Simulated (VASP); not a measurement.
# Si3Ge (P6/mmm) in VASP: further runs, part 2 of 2

VASP 6.6.1. The steps go on from the part before.

## Step 3: Single point, PBE

This run uses another cell than the first one, of 16.47 Å³/atom.

File INCAR:

```
SYSTEM = Si3Ge
PREC     = Accurate       ! precision mode
ENCUT    = 500            ! plane-wave cutoff, eV
EDIFF    = 1E-6           ! SCF threshold, eV
ISMEAR   = 0              ! smearing method
SIGMA    = 0.1            ! smearing width, eV
LREAL    = .False.        ! projectors in reciprocal space
LASPH    = .True.         ! aspherical terms in the spheres
NELM     = 120            ! most SCF steps
ALGO     = Normal         ! electronic algorithm
ISIF     = 2              ! what is computed and relaxed
LWAVE    = .False.        ! write WAVECAR
LCHARG   = .False.        ! write CHGCAR
GGA      = PE             ! functional
NBANDS   = 21             ! bands
GGA_COMPAT= .False.
```

File KPOINTS:

```
regular mesh
0
Gamma
  6 6 2
  0 0 0
```

File POSCAR:

```
Si3Ge
1.0
    2.6638622772      0.0000000000      0.0000000000
   -1.3319311386      2.3069724042      0.0000000000
    0.0000000000      0.0000000000     10.7207339499
Si Ge
3 1
Direct
    0.0000000000      0.0000000000      0.0000000000
    0.0000000000      0.0000000000      0.2421998610
    0.0000000000      0.0000000000      0.7578001390
    0.0000000000      0.0000000000      0.5000000000
```

Potentials or basis: VASP PAW PBE potentials, release 64 (Si, Ge_d).

Launch:

```console
$ cat potpaw_PBE.64/Si/POTCAR potpaw_PBE.64/Ge_d/POTCAR > POTCAR
$ mpirun -np 1 vasp_std > vasp.out
```

OUTCAR:

```text
SYSTEM = Si3Ge
   PREC = Accurate
   ENCUT = 500
   EDIFF = 1E-6
   ISMEAR = 0
   LREAL = .False.
   LASPH = .True.
   NELM = 120
   ISIF = 2
   GGA = PE

 ion  position               nearest neighbor table
   1  0.000  0.000  0.000-   2 2.60   3 2.60
   2  0.000  0.000  0.242-   1 2.60   4 2.76
   3  0.000  0.000  0.758-   1 2.60   4 2.76
   4  0.000  0.000  0.500-   2 2.76   3 2.76

  LATTYP: Found a hexagonal cell.
 ALAT       =     2.6638622772
 C/A-ratio  =     4.0245075887

  Lattice vectors:

 A1 = (   2.6638622772,   0.0000000000,   0.0000000000)
 A2 = (  -1.3319311386,   2.3069724042,   0.0000000000)
 A3 = (   0.0000000000,   0.0000000000,  10.7207339499)

Analysis of symmetry for initial positions (statically):
=====================================================================
 Subroutine PRICEL returns:
 Original cell was already a primitive cell.

 Routine SETGRP: Setting up the symmetry group for a
 hexagonal supercell.

[... 155 lines left out ...]
  ---------------------------------------------------
  free energy    TOTEN  =       -19.36292668 eV

  energy without entropy =      -19.34973625  energy(sigma->0) =      -19.35633146

 E-fermi :   8.2684     XC(G=0): -10.9224

 val. band max:        8.2243235772   @ k =   0.1667   0.1667   0.0000
 cond. band min:       8.2687295167   @ k =   0.1667   0.1667   0.0000
 fundamental gap:      0.0444059395
 Fermi energy:         8.2684245206

 k-point     1 :       0.0000    0.0000    0.0000
  band No.  band energies     occupation
      1     -16.4240      2.00000
      2     -16.4103      2.00000
      3     -16.4103      2.00000
      4     -16.2389      2.00000
      5     -16.2389      2.00000
      6      -5.3264      2.00000
[... 325 lines left out ...]
     20      13.5659      0.00000
     21      13.5659      0.00000

------------------------ aborting loop because EDIFF is reached ----------------------------------------

  FORCE on cell =-STRESS in cart. coord.  units (eV):
  Direction    XX          YY          ZZ          XY          YZ          ZX
  --------------------------------------------------------------------------------------
  -------------------------------------------------------------------------------------
  Total       -0.0379816     -0.0379816     -0.0035983      0.0000000      0.0000000      0.0000000
  in kB       -0.9236463     -0.9236463     -0.0875041      0.0000000      0.0000000      0.0000000
  external PRESSURE =      -0.6449322 kB  Pullay stress =       0.0000000 kB

 VOLUME and BASIS-vectors are now :
 -----------------------------------------------------------------------------
  energy-cutoff  :      500.00
  volume of cell :       65.88
      direct lattice vectors                 reciprocal lattice vectors
     2.663862277  0.000000000  0.000000000     0.375394782  0.216734279  0.000000000
    -1.331931139  2.306972404  0.000000000     0.000000000  0.433468557  0.000000000
     0.000000000  0.000000000 10.720733950     0.000000000  0.000000000  0.093277196

 POSITION                                       TOTAL-FORCE (eV/Angst)
 -----------------------------------------------------------------------------------
      0.00000      0.00000      0.00000         0.000000     -0.000000     -0.000000
      0.00000      0.00000      2.59656        -0.000000      0.000000     -0.011119
      0.00000      0.00000      8.12417        -0.000000     -0.000000      0.011119
      0.00000      0.00000      5.36037         0.000000     -0.000000     -0.000000
 -----------------------------------------------------------------------------------
    total drift:                               -0.000000      0.000000     -0.000000

  FREE ENERGIE OF THE ION-ELECTRON SYSTEM (eV)
  ---------------------------------------------------
  free  energy   TOTEN  =       -19.3629266780 eV

  energy  without entropy=      -19.3497362457  energy(sigma->0) =      -19.35633146
```

OSZICAR:

```text
N       E                     dE             d eps       ncg     rms          rms(c)
DAV:   1     0.149551256543E+03    0.14955E+03   -0.11595E+04   710   0.209E+03
DAV:   2     0.163489333741E+01   -0.14792E+03   -0.14023E+03   611   0.548E+02
DAV:   3    -0.187551646552E+02   -0.20390E+02   -0.20006E+02   715   0.101E+02
DAV:   4    -0.193874100884E+02   -0.63225E+00   -0.62919E+00   780   0.182E+01
DAV:   5    -0.193996136183E+02   -0.12204E-01   -0.12202E-01   735   0.284E+00    0.465E+00
DAV:   6    -0.193727182683E+02    0.26895E-01   -0.63852E-02   828   0.221E+00    0.271E+00
DAV:   7    -0.193628736693E+02    0.98446E-02   -0.30518E-02   747   0.116E+00    0.252E-01
DAV:   8    -0.193628576571E+02    0.16012E-04   -0.15580E-03   809   0.351E-01    0.184E-01
DAV:   9    -0.193629190387E+02   -0.61382E-04   -0.26423E-04   796   0.193E-01    0.473E-02
DAV:  10    -0.193629274829E+02   -0.84441E-05   -0.52362E-05   759   0.552E-02    0.844E-03
DAV:  11    -0.193629266780E+02    0.80483E-06   -0.44725E-06   761   0.219E-02
   1 F= -.19362927E+02 E0= -.19356331E+02  d E =-.131904E-01
```

Run time: 34 s. Hardware: 1 thread of Intel Xeon 8259CL, shared host; peak memory 0.17 GiB.

What came out:

| Item | Value |
| --- | --- |
| Free energy | -19.3629 eV |
| Pressure | -0.1 GPa |
| Largest force | 0.011 eV/Å |
| Band gap on the k mesh | zero (bands 13 and 14 overlap by 8.25 eV) |

Forces on the atoms (eV/Å):
```
Si   0.000  0.000  0.000
Si   0.000  0.000 -0.011
Si   0.000  0.000  0.011
Ge   0.000  0.000  0.000
```

Levels at points of the mesh, in eV from the Fermi level:
```tsv
k point	band 9	band 10	band 11	band 12	band 13	band 14	band 15	band 16	band 17	band 18
(0.00, 0.00, 0.00)	-9.81	-6.63	-1.89	-1.77	5.44	7.13	10.25	10.25	11.19	11.19
(0.50, 0.00, 0.00)	-5.80	-5.21	-5.08	-3.34	-2.91	-1.57	2.11	3.43	3.48	5.29
(0.00, 0.00, 0.50)	-10.59	-5.08	-4.85	1.64	2.26	10.15	10.32	10.32	10.88	10.88
(0.50, 0.00, 0.50)	-5.83	-4.81	-4.18	-4.13	-3.88	0.26	0.70	3.03	3.87	5.39
```

Caveat: the k points lie up to 0.45 Å⁻¹ apart, too coarse for converged energies and pressures of a metal.
